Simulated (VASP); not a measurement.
# Cu (P1) in VASP: notebook

The runs below take Cu through single point, with PBE.

All numbers are computed with VASP 6.6.1; they aren't measurements. Logs are shortened: lines on timing, memory, paths and dates and some standing lists are left out, and cuts for length are marked.

**1. The cell of the first run**

The typed cell holds 32 atoms: a = 7.260 Å, b = 7.260 Å, c = 7.260 Å, α = 90.00°, β = 90.00°, γ = 90.00°.

**2. Single point, PBE**

INCAR

```
SYSTEM = Cu
PREC = Accurate
ENCUT = 520
EDIFF = 1E-7
ISMEAR = -1
SIGMA = 0.1
LREAL = Auto
LASPH = .True.
NELM = 100
ALGO = Normal
ISIF = 2
LWAVE = .False.
LCHARG = .False.
GGA = PE
NBANDS = 198
```

KPOINTS

```
regular mesh
0
Gamma
  2 2 2
  0 0 0
```

POSCAR

```
Cu
1.0
    7.2600000000      0.0000000000      0.0000000000
    0.0000000000      7.2600000000      0.0000000000
    0.0000000000      0.0000000000      7.2600000000
Cu
32
Direct
   -0.0012396694      0.0042837466      0.0076859504
    0.0115702479      0.2620247934      0.2375895317
    0.2232093664     -0.0073002755      0.2613223140
    0.2409366391      0.2386363636     -0.0011845730
   -0.0058126722      0.0460055096      0.4864738292
    0.0078512397      0.2414462810      0.7725206612
    0.2338842975     -0.0178236915      0.7281680441
    0.2748484848      0.2576446281      0.4952203857
    0.0125757576      0.5056611570      0.0053581267
   -0.0212258953      0.7512396694      0.2773140496
    0.2381818182      0.5122865014      0.2456473829
    0.2482231405      0.7676721763      0.0146556474
   -0.0164187328      0.4673415978      0.5033195592
    0.0258402204      0.7365977961      0.7529614325
    0.2458815427      0.4881680441      0.7270661157
    0.2571349862      0.7386088154      0.4994628099
    0.5132920110      0.0000137741     -0.0011570248
    0.4899724518      0.2515977961      0.2301928375
    0.7665564738     -0.0112672176      0.2713911846
    0.7411294766      0.2332920110     -0.0056060606
    0.5067355372     -0.0092286501      0.4878512397
    0.4886363636      0.2454269972      0.7593388430
    0.7692148760      0.0017493113      0.7406887052
    0.7169008264      0.2551239669      0.4948209366
    0.4930027548      0.5145730028     -0.0005371901
    0.5187741047      0.7489256198      0.2301377410
    0.7619972452      0.5039807163      0.2470247934
    0.7739944904      0.7405785124     -0.0016115702
    0.4921487603      0.5066528926      0.5249724518
    0.4983746556      0.7702341598      0.7467355372
    0.7479476584      0.5044490358      0.7546280992
    0.7458539945      0.7513911846      0.5075619835
```

Potentials or basis: VASP PAW PBE potentials, release 64 (Cu).

The run is started by

```console
cat potpaw_PBE.64/Cu/POTCAR > POTCAR
mpirun -np 1 vasp_std > vasp.out
```

OUTCAR:

```text
SYSTEM = Cu
   PREC = Accurate
   ENCUT = 520
   EDIFF = 1E-7
   ISMEAR = -1
   LREAL = Auto
   LASPH = .True.
   NELM = 100
   ISIF = 2
   GGA = PE

 ion  position               nearest neighbor table
   1  0.999  0.004  0.008-   6 2.43   4 2.45   3 2.46  12 2.50  20 2.50   2 2.51  28 2.52  19 2.55
                            23 2.56   7 2.66  10 2.69  14 2.69
   2  0.012  0.262  0.238-   5 2.40   4 2.41   9 2.44  13 2.45  11 2.45   3 2.49   1 2.51  27 2.52
                            20 2.65   8 2.67  19 2.68
   3  0.223  0.993  0.261-   5 2.36  12 2.43   1 2.46   2 2.49  10 2.50  16 2.54   8 2.59   4 2.61
                            21 2.63  18 2.71  26 2.79
   4  0.241  0.239  0.999-   6 2.36   2 2.41   1 2.45  18 2.47  22 2.50   9 2.55   3 2.61  17 2.63
                            11 2.68  15 2.68   7 2.71  25 2.71
   5  0.994  0.046  0.486-  19 2.31   3 2.36   2 2.40  23 2.49   7 2.51   6 2.52  24 2.52   8 2.55
                            10 2.63
   6  0.008  0.241  0.773-   4 2.36   1 2.43  23 2.47  15 2.51   5 2.52   7 2.52  20 2.52   9 2.56
                            13 2.56  31 2.69
   7  0.234  0.982  0.728-  14 2.34  16 2.43  30 2.46   5 2.51   6 2.52  12 2.60   8 2.64  21 2.64
                             1 2.66  22 2.67   4 2.71
   8  0.275  0.258  0.495-  15 2.38  29 2.41  22 2.47  18 2.48   5 2.55  21 2.57   3 2.59  11 2.60
                            13 2.61   7 2.64   2 2.67
   9  0.013  0.506  0.005-  11 2.39  28 2.43   2 2.44  14 2.49  27 2.53   4 2.55   6 2.56  12 2.56
[... 33 lines left out ...]
  26  0.519  0.749  0.230-  25 2.39  17 2.48  28 2.50  27 2.51  12 2.51  19 2.52  21 2.57  32 2.60
                            11 2.67  16 2.73  29 2.78   3 2.79
  27  0.762  0.504  0.247-  10 2.40  13 2.47  28 2.49  26 2.51   2 2.52   9 2.53  24 2.57  32 2.61
                            25 2.66  20 2.69  18 2.70
  28  0.774  0.741  0.998-   9 2.43  31 2.47  27 2.49  26 2.50  10 2.51   1 2.52  14 2.55  25 2.62
                            23 2.66  17 2.67  19 2.68  30 2.72
  29  0.492  0.507  0.525-  15 2.32  16 2.40   8 2.41  24 2.46  31 2.50  30 2.50  22 2.55  32 2.56
                            11 2.74  26 2.78
  30  0.498  0.770  0.747-   7 2.46  21 2.47  17 2.48  29 2.50  32 2.50  16 2.52  23 2.59  25 2.61
                            31 2.65  12 2.66  28 2.72  15 2.75
  31  0.748  0.504  0.755-  28 2.47  29 2.50  13 2.52  32 2.54  25 2.57  24 2.62  20 2.63  14 2.63
                             9 2.65  30 2.65  22 2.66   6 2.69
  32  0.746  0.751  0.508-  10 2.38  19 2.44  21 2.46  23 2.49  30 2.50  31 2.54  29 2.56  26 2.60
                            27 2.61  13 2.69  14 2.71

  LATTYP: Found a simple cubic cell.
 ALAT       =     7.2600000000

  Lattice vectors:

 A1 = (   7.2600000000,   0.0000000000,   0.0000000000)
 A2 = (   0.0000000000,   7.2600000000,   0.0000000000)
 A3 = (   0.0000000000,   0.0000000000,   7.2600000000)

Analysis of symmetry for initial positions (statically):
=====================================================================
 Subroutine PRICEL returns:
 Original cell was already a primitive cell.

 Routine SETGRP: Setting up the symmetry group for a
 simple cubic supercell.

 Subroutine GETGRP returns: Found  1 space group operations
 (whereof  1 operations were pure point group operations)
 out of a pool of 48 trial point group operations.

The static configuration has the point symmetry C_1 .

Analysis of symmetry for dynamics (positions and initial velocities):
=====================================================================
 Subroutine PRICEL returns:
 Original cell was already a primitive cell.

 Routine SETGRP: Setting up the symmetry group for a
 simple cubic supercell.

 Subroutine GETGRP returns: Found  1 space group operations
 (whereof  1 operations were pure point group operations)
 out of a pool of 48 trial point group operations.

The dynamic configuration has the point symmetry C_1 .

 Subroutine INISYM returns: Found  1 space group operations
 (whereof  1 operations are pure point group operations),
[... 40 lines left out ...]
   TEBEG  =    0.0;   TEEND  =   0.0 temperature during run
   PSTRESS=    0.0 pullay stress
   NELECT =     352.0000    total number of electrons
   NUPDOWN=      -1.0000    fix difference up-down
   EMIN   =  10.00;   EMAX   =-10.00  energy-range for DOS
   EFERMI =   0.00;   METHOD = LEGACY
   ISMEAR =    -1;   SIGMA  =   0.10  broadening in eV -4-tet -1-fermi 0-gaus
   EFERMI_NEDOS =   21; number of points for ismear=-14 and -15
   IALGO  =     38    algorithm
   IMIX   =      4    mixing-type and parameters
     AMIX     =   0.40;   BMIX     =  1.00
     AMIX_MAG =   1.60;   BMIX_MAG =  1.00
  volume/ion in A,a.u.               =      11.96        80.70
  Fermi-wavevector in a.u.,A,eV,Ry     =   1.592157  3.008740 34.490258  2.534962
  Thomas-Fermi vector in A             =   2.690585
   LORBIT       =      0    0 simple, 1 ext, 2 COOP (PROOUT), +10 PAW based schemes
   GGA     = PE    functional components
   LHFCALC =     F    Hartree Fock is set to
   AEXX    =    0.0000 exact exchange contribution
   IVDW    =     0    specifies the selected vdW correction
   LEPSILON=     F    determine dielectric tensor
   LRPA    =     F    only Hartree local field effects (RPA)
 non-spin polarized calculation
  energy-cutoff  :      520.00
  volume of cell :      382.66
 maximum number of plane-waves:     10395
 NGX is ok and might be reduce to    54
   NGX = 27   NGY = 27   NGZ = 27

 number of electron     351.9999993 magnetization

 Free energy of the ion-electron system (eV)
  ---------------------------------------------------
  ext. energy  EPLUGINS =         0.00000000
  ---------------------------------------------------
  free energy    TOTEN  =      -116.93296536 eV

  energy without entropy =     -116.62007248  energy(sigma->0) =     -116.77651892

 E-fermi :   7.3745     XC(G=0): -12.6418

 val. band max:        7.2011738830   @ k =   0.0000   0.0000   0.0000
 cond. band min:       7.4769761706   @ k =   0.0000   0.5000   0.5000
 fundamental gap:      0.2758022877
 Fermi energy:         7.3745321316

 k-point     1 :       0.0000    0.0000    0.0000
  band No.  band energies     occupation
      1      -1.8381      2.00000
      2       0.7279      2.00000
      3       0.7823      2.00000
      4       0.8876      2.00000
      5       0.9234      2.00000
      6       0.9973      2.00000
[... 1517 lines left out ...]
    187       8.5224      0.00002
    188       8.5715      0.00001
 [bands above 188 left out]

------------------------ aborting loop because EDIFF is reached ----------------------------------------

  FORCE on cell =-STRESS in cart. coord.  units (eV):
  Direction    XX          YY          ZZ          XY          YZ          ZX
  --------------------------------------------------------------------------------------
  -------------------------------------------------------------------------------------
  Total        8.2536972      7.8447808      7.7684036      0.1011452      0.5692876     -0.5786010
  in kB       34.5580520     32.8459276     32.5261379      0.4234927      2.3835951     -2.4225901
  external PRESSURE =      33.3100392 kB  Pullay stress =       0.0000000 kB

 VOLUME and BASIS-vectors are now :
 -----------------------------------------------------------------------------
  energy-cutoff  :      520.00
  volume of cell :      382.66
      direct lattice vectors                 reciprocal lattice vectors
     7.260000000  0.000000000  0.000000000     0.137741047  0.000000000  0.000000000
     0.000000000  7.260000000  0.000000000     0.000000000  0.137741047  0.000000000
     0.000000000  0.000000000  7.260000000     0.000000000  0.000000000  0.137741047

 POSITION                                       TOTAL-FORCE (eV/Angst)
 -----------------------------------------------------------------------------------
      7.25100      0.03110      0.05580        -0.220051     -0.639064     -0.138250
      0.08400      1.90230      1.72490        -0.685429     -0.173896      0.135762
      1.62050      7.20700      1.89720         1.294862      0.152887     -0.098516
      1.74920      1.73250      7.25140         0.923086      0.207133      0.030866
      7.21780      0.33400      3.53180         0.286450     -0.622865      1.190420
      0.05700      1.75290      5.60850        -0.467423      0.557951     -0.898369
[... 24 lines left out ...]
      5.43010      3.66230      5.47860         0.118088     -0.332868      0.153400
      5.41490      5.45510      3.68490         0.172542     -0.522964      0.424958
 -----------------------------------------------------------------------------------
    total drift:                               -0.003324      0.000529     -0.001904

  FREE ENERGIE OF THE ION-ELECTRON SYSTEM (eV)
  ---------------------------------------------------
  free  energy   TOTEN  =      -116.9329653550 eV

  energy  without entropy=     -116.6200724850  energy(sigma->0) =     -116.77651892
```

Wall time 20 min (1 thread of Intel Xeon Platinum 8488C (Sapphire Rapids), shared host); peak memory 0.63 GiB.

Results:

```
Free energy            : -116.9330 eV
Pressure               : 3.3 GPa
Largest force          : 2.021 eV/Å
Band gap on the k mesh : zero (bands 176 and 177 overlap by 1.22 eV)
```

Forces on the atoms (eV/Å):
```
Cu  -0.220 -0.639 -0.138
Cu  -0.685 -0.174  0.136
Cu   1.295  0.153 -0.099
Cu   0.923  0.207  0.031
Cu   0.286 -0.623  1.190
Cu  -0.467  0.558 -0.898
Cu   0.612  1.054  0.479
Cu  -0.656 -0.671 -0.369
Cu  -0.223 -0.168 -0.559
Cu   1.392 -0.440 -0.385
Cu   0.764 -0.125  0.398
Cu   0.065 -0.311 -0.439
Cu   0.396  0.602  0.188
Cu  -1.197  0.076 -0.361
Cu  -0.228  0.269  1.546
Cu  -0.414  0.396 -0.561
Cu  -0.475 -0.441  0.076
Cu   0.242  0.078  0.395
Cu  -1.136  1.036 -1.313
Cu   0.475  0.928  0.362
Cu  -0.616  0.278  0.082
Cu   0.321 -0.218 -0.040
Cu  -0.448 -0.228  0.203
Cu   0.432  0.045  0.102
Cu   0.018 -0.500 -0.442
Cu  -0.505  0.103  0.871
Cu  -0.845 -0.647 -0.038
Cu  -0.554  0.622 -0.293
Cu   1.011  0.134 -1.236
Cu   0.145 -0.500  0.534
Cu   0.118 -0.333  0.153
Cu   0.173 -0.523  0.425
```

Caveat: the k points lie up to 0.43 Å⁻¹ apart, too coarse for converged energies and pressures of a metal; forces of over 1 eV/Å act on the atoms, so gaps and moduli don't describe the material at rest.

(Continued in part 2 of 2.)
